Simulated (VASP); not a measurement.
# C4N (Cmmm) in VASP: a series of runs

The runs below take C4N through single point, relaxation of cell and atoms, with PBE.

Program: VASP 6.6.1. These are calculated values, not measurements. Logs are shortened: lines on timing, memory, paths and dates and some standing lists are left out, and cuts for length are marked.

## 1. The cell of the first run

It takes space group Cmmm (No. 65, orthorhombic). Conventional cell: a = 4.761 Å, b = 8.737 Å, c = 2.556 Å, α = 90.00°, β = 90.00°, γ = 90.00°. Within 1.9 Å of C (site symmetry m2m) lie 5 C at 1.41 to 1.84 Å. Within 1.7 Å of C (site symmetry 2mm) lie 1 N at 1.25 Å. Within 1.7 Å of N (site symmetry mmm) lie 2 C at 1.25 Å.

## 2. Single point, PBE

INCAR reads:

```
ALGO = Normal
EDIFF = 1E-6
ENCUT = 520
GGA = PE
ISIF = 2
ISMEAR = 0
LASPH = T
LCHARG = F
LREAL = F
LWAVE = F
NBANDS = 18
NELM = 80
PREC = Accurate
SIGMA = 0.1
```

KPOINTS reads:

```
k-points
0
Gamma
  10 10 14
```

POSCAR reads:

```
C4N
1.0
    2.3804475743     -4.3684240570      0.0000000000
    2.3804475743      4.3684240570      0.0000000000
    0.0000000000      0.0000000000      2.5559228655
C N
4 1
Direct
    0.5806694680      0.4193305320      0.5000000000
    0.4193305320      0.5806694680      0.5000000000
    0.2631587963      0.2631587963      0.0000000000
    0.7368412037      0.7368412037      0.0000000000
    0.0000000000      0.0000000000      0.0000000000
```

Potentials or basis: VASP PAW PBE potentials, release 64 (C, N).

Started as:

```console
cat potpaw_PBE.64/C/POTCAR potpaw_PBE.64/N/POTCAR > POTCAR
mpirun -np 1 vasp_std > vasp.out
```

OUTCAR:

```text
EDIFF = 1E-6
   ENCUT = 520
   GGA = PE
   ISIF = 2
   ISMEAR = 0
   LASPH = T
   LREAL = F
   NELM = 80
   PREC = Accurate

 ion  position               nearest neighbor table
   1  0.581  0.419  0.500-   2 1.41   3 1.84   3 1.84   4 1.84   4 1.84
   2  0.419  0.581  0.500-   1 1.41   3 1.84   3 1.84   4 1.84   4 1.84
   3  0.263  0.263  0.000-   5 1.25   2 1.84   1 1.84   1 1.84   2 1.84
   4  0.737  0.737  0.000-   5 1.25   2 1.84   1 1.84   1 1.84   2 1.84
   5  0.000  0.000  0.000-   3 1.25   4 1.25

  LATTYP: Found a base centered orthorhombic cell.
 ALAT       =     4.7608951486
 B/A-ratio  =     1.8351271854
 C/A-ratio  =     0.5368576257

  Lattice vectors:

 A1 = (   2.3804475743,  -4.3684240570,   0.0000000000)
 A2 = (   2.3804475743,   4.3684240570,   0.0000000000)
 A3 = (   0.0000000000,   0.0000000000,   2.5559228655)

Analysis of symmetry for initial positions (statically):
=====================================================================
 Subroutine PRICEL returns:
 Original cell was already a primitive cell.

 Routine SETGRP: Setting up the symmetry group for a
 base centered orthorhombic supercell.

 Subroutine GETGRP returns: Found  8 space group operations
 (whereof  8 operations were pure point group operations)
 out of a pool of  8 trial point group operations.

The static configuration has the point symmetry D_2h.

Analysis of symmetry for dynamics (positions and initial velocities):
=====================================================================
 Subroutine PRICEL returns:
 Original cell was already a primitive cell.

 Routine SETGRP: Setting up the symmetry group for a
 base centered orthorhombic supercell.

 Subroutine GETGRP returns: Found  8 space group operations
 (whereof  8 operations were pure point group operations)
 out of a pool of  8 trial point group operations.

The dynamic configuration has the point symmetry D_2h.

 Subroutine INISYM returns: Found  8 space group operations
 (whereof  8 operations are pure point group operations),
 and found     1 'primitive' translations

----------------------------------------------------------------------------------------

                                     Primitive cell

  volume of cell :      53.1571

  direct lattice vectors                    reciprocal lattice vectors
     2.380447574 -4.368424057  0.000000000     0.210044533 -0.114457753  0.000000000
     2.380447574  4.368424057  0.000000000     0.210044533  0.114457753  0.000000000
     0.000000000  0.000000000  2.555922865     0.000000000  0.000000000  0.391248114

  length of vectors
     4.974902953  4.974902953  2.555922865     0.239205525  0.239205525  0.391248114

  position of ions in fractional coordinates (direct lattice)
     0.580669468  0.419330532  0.500000000
     0.419330532  0.580669468  0.500000000
     0.263158796  0.263158796  0.000000000
     0.736841204  0.736841204  0.000000000
     0.000000000  0.000000000  0.000000000

  ion indices of the primitive-cell ions
   primitive index   ion index
                 1           1
                 2           2
                 3           3
                 4           4
                 5           5

----------------------------------------------------------------------------------------

 KPOINTS: k-points

Automatic generation of k-mesh.
 Grid dimensions read from file:
 generate k-points for:   10   10   14

 Generating k-lattice:

  Cartesian coordinates                     Fractional coordinates (reciprocal lattice)
     0.021004453 -0.011445775  0.000000000     0.100000000  0.000000000  0.000000000
     0.021004453  0.011445775  0.000000000     0.000000000  0.100000000  0.000000000
     0.000000000  0.000000000  0.027946294     0.000000000  0.000000000  0.071428571

  Length of vectors
     0.023920552  0.023920552  0.027946294

  Shift w.r.t. Gamma in fractional coordinates (k-lattice)
     0.000000000  0.000000000  0.000000000

 Subroutine IBZKPT returns following result:
 ===========================================

 Found    248 irreducible k-points:

 Following reciprocal coordinates:
            Coordinates               Weight
  0.000000  0.000000  0.000000      1.000000
  0.100000 -0.000000  0.000000      4.000000
  0.200000 -0.000000  0.000000      4.000000
  0.300000 -0.000000  0.000000      4.000000
  0.400000 -0.000000  0.000000      4.000000
  0.500000  0.000000  0.000000      2.000000
[... 16 lines left out ...]
  0.300000  0.300000  0.000000      2.000000
  0.400000  0.300000  0.000000      4.000000
 [... further k-points ...]
   k-points           NKPTS =    248   k-points in BZ     NKDIM =    248   number of bands    NBANDS=     18
   number of dos      NEDOS =    301   number of ions     NIONS =      5
   total plane-waves  NPLWV =  32000
   dimension x,y,z NGX =    40 NGY =   40 NGZ =   20
   dimension x,y,z NGXF=    80 NGYF=   80 NGZF=   40
   ions per type =               4   1
   NGX,Y,Z   is equivalent  to a cutoff of  13.37, 13.37, 13.01 a.u.
   NGXF,Y,Z  is equivalent  to a cutoff of  26.73, 26.73, 26.02 a.u.
 SYSTEM =  unknown system
   PREC   = accura    normal or accurate (medium, high low for compatibility)
   ISTART =      0    job   : 0-new  1-cont  2-samecut
   ICHARG =      2    charge: 1-file 2-atom 10-const
   ISPIN  =      1    spin polarized calculation?
   LNONCOLLINEAR =      F non collinear calculations
   LSORBIT =      F    spin-orbit coupling
   LASPH  =      T    aspherical Exc in radial PAW
   ENCUT  =  520.0 eV  38.22 Ry    6.18 a.u.   9.25  9.25  4.75*2*pi/ulx,y,z
   NELM   =     80;   NELMIN=  2; NELMDL= -5     # of ELM steps
   EDIFF  = 0.1E-05   stopping-criterion for ELM
   LREAL  =      F    real-space projection
   EDIFFG = 0.1E-04   stopping-criterion for IOM
   NSW    =      0    number of steps for IOM
   IBRION =     -1    ionic relax: 0-MD 1-quasi-New 2-CG
   NFREE  =      0    steps in history (QN), initial steepest desc. (CG)
   ISIF   =      2    stress and relaxation
   ISYM   =      2    0-nonsym 1-usesym 2-fastsym
   POTIM  = 0.5000    time-step for ionic-motion
   TEBEG  =    0.0;   TEEND  =   0.0 temperature during run
   PSTRESS=    0.0 pullay stress
   NELECT =      21.0000    total number of electrons
   NUPDOWN=      -1.0000    fix difference up-down
   EMIN   =  10.00;   EMAX   =-10.00  energy-range for DOS
   EFERMI =   0.00;   METHOD = LEGACY
   ISMEAR =     0;   SIGMA  =   0.10  broadening in eV -4-tet -1-fermi 0-gaus
   EFERMI_NEDOS =   21; number of points for ismear=-14 and -15
   IALGO  =     38    algorithm
   IMIX   =      4    mixing-type and parameters
     AMIX     =   0.40;   BMIX     =  1.00
     AMIX_MAG =   1.60;   BMIX_MAG =  1.00
  volume/ion in A,a.u.               =      10.63        71.74
  Fermi-wavevector in a.u.,A,eV,Ry     =   1.201234  2.270003 19.632699  1.442963
  Thomas-Fermi vector in A             =   2.337048
   LORBIT       =      0    0 simple, 1 ext, 2 COOP (PROOUT), +10 PAW based schemes
   GGA     = PE    functional components
   LHFCALC =     F    Hartree Fock is set to
   AEXX    =    0.0000 exact exchange contribution
   IVDW    =     0    specifies the selected vdW correction
   LEPSILON=     F    determine dielectric tensor
   LRPA    =     F    only Hartree local field effects (RPA)
 non-spin polarized calculation
 Gauss-broadening in eV      SIGMA  =   0.10
  energy-cutoff  :      520.00
  volume of cell :       53.16
 maximum number of plane-waves:      1451
 NGX is ok and might be reduce to    40
   NGX = 19   NGY = 19   NGZ =  9

 number of electron      21.0000000 magnetization

 Free energy of the ion-electron system (eV)
  ---------------------------------------------------
  ext. energy  EPLUGINS =         0.00000000
  ---------------------------------------------------
  free energy    TOTEN  =       -33.89756015 eV

  energy without entropy =      -33.89186644  energy(sigma->0) =      -33.89471330

 E-fermi :   2.7770     XC(G=0):  -9.4306

 val. band max:        2.7767021758   @ k =   0.5000   0.4000   0.3571
 cond. band min:       2.7828193405   @ k =   0.4000  -0.0000   0.2143
 fundamental gap:      0.0061171646
 Fermi energy:         2.7769648283

 k-point     1 :       0.0000    0.0000    0.0000
  band No.  band energies     occupation
      1     -18.9222      2.00000
      2     -15.6594      2.00000
      3     -13.1770      2.00000
      4      -6.4809      2.00000
      5      -5.1225      2.00000
      6      -2.9004      2.00000
[... 10 lines left out ...]
     17      10.4466      0.00000
     18      11.0203      0.00000

 k-point     2 :       0.1000   -0.0000    0.0000
  band No.  band energies     occupation
      1     -18.8822      2.00000
      2     -15.8495      2.00000
      3     -12.9509      2.00000
      4      -6.4497      2.00000
      5      -5.2661      2.00000
      6      -2.8438      2.00000
[... 10 lines left out ...]
     17      10.8763      0.00000
     18      11.1885      0.00000

 k-point     3 :       0.2000   -0.0000    0.0000
  band No.  band energies     occupation
      1     -18.7650      2.00000
      2     -16.2744      2.00000
      3     -12.4287      2.00000
      4      -6.3579      2.00000
      5      -5.6476      2.00000
      6      -3.1643      2.00000
[... 10 lines left out ...]
     17      11.4854      0.00000
     18      11.6797      0.00000

 k-point     4 :       0.3000   -0.0000    0.0000
  band No.  band energies     occupation
      1     -18.5805      2.00000
      2     -16.7476      2.00000
      3     -11.8332      2.00000
      4      -6.2299      2.00000
      5      -6.1298      2.00000
      6      -3.8188      2.00000
[... 375 lines left out ...]
      4      -6.6536      2.00000
      5      -5.1345      2.00000
      6      -2.8971      2.00000
[... 10 lines left out ...]
     17      10.4908      0.00000
     18      11.0670      0.00000

 k-point    23 :       0.3000    0.3000    0.0000
  band No.  band energies     occupation
      1     -18.3536      2.00000
      2     -17.1644      2.00000
      3     -11.3450      2.00000
      4      -6.5942      2.00000
      5      -6.2400      2.00000
      6      -4.1019      2.00000
[... 10 lines left out ...]
     17      10.3351      0.00000
     18      10.7844      0.00000

 k-point    24 :       0.4000    0.3000    0.0000
  band No.  band energies     occupation
      1     -18.5663      2.00000
      2     -16.7573      2.00000
      3     -11.8385      2.00000
      4      -6.5143      2.00000
      5      -6.1568      2.00000
      6      -3.5479      2.00000
[... 10 lines left out ...]
     17      10.9620      0.00000
     18      11.3860      0.00000

 [... further k-points ...]
[... 5 lines left out ...]
  --------------------------------------------------------------------------------------
  -------------------------------------------------------------------------------------
  Total        0.1204649      0.0971416      0.0170551      0.0000000      0.0000000      0.0000000
  in kB        3.6308628      2.9278896      0.5140473      0.0000000      0.0000000      0.0000000
  external PRESSURE =       2.3575999 kB  Pullay stress =       0.0000000 kB

 VOLUME and BASIS-vectors are now :
 -----------------------------------------------------------------------------
  energy-cutoff  :      520.00
  volume of cell :       53.16
      direct lattice vectors                 reciprocal lattice vectors
     2.380447574 -4.368424057  0.000000000     0.210044533 -0.114457753  0.000000000
     2.380447574  4.368424057  0.000000000     0.210044533  0.114457753  0.000000000
     0.000000000  0.000000000  2.555922865     0.000000000  0.000000000  0.391248114

 POSITION                                       TOTAL-FORCE (eV/Angst)
 -----------------------------------------------------------------------------------
      2.38045     -0.70480      1.27796        -0.000000     -0.089224      0.000000
      2.38045      0.70480      1.27796        -0.000000      0.089224     -0.000000
      1.25287      0.00000      0.00000         0.047443     -0.000000     -0.000000
      3.50802      0.00000      0.00000        -0.047443     -0.000000      0.000000
      0.00000      0.00000      0.00000         0.000000     -0.000000      0.000000
 -----------------------------------------------------------------------------------
    total drift:                                0.000000      0.000000     -0.000000

  FREE ENERGIE OF THE ION-ELECTRON SYSTEM (eV)
  ---------------------------------------------------
  free  energy   TOTEN  =       -33.8975601536 eV

  energy  without entropy=      -33.8918664372  energy(sigma->0) =      -33.89471330
```

Run time: 4.2 min. Hardware: 1 thread of Oxide Virtual Turin-like, shared host; peak memory 0.27 GiB.

What came out:

```yaml
Free_energy: -33.8976 eV
Pressure: 0.2 GPa
Largest_force: 0.089 eV/Å
```

Forces on the atoms (eV/Å):
```
C    0.000 -0.089  0.000
C    0.000  0.089  0.000
C    0.047  0.000  0.000
C   -0.047  0.000  0.000
N    0.000  0.000  0.000
```

[end of part 1 of 2]
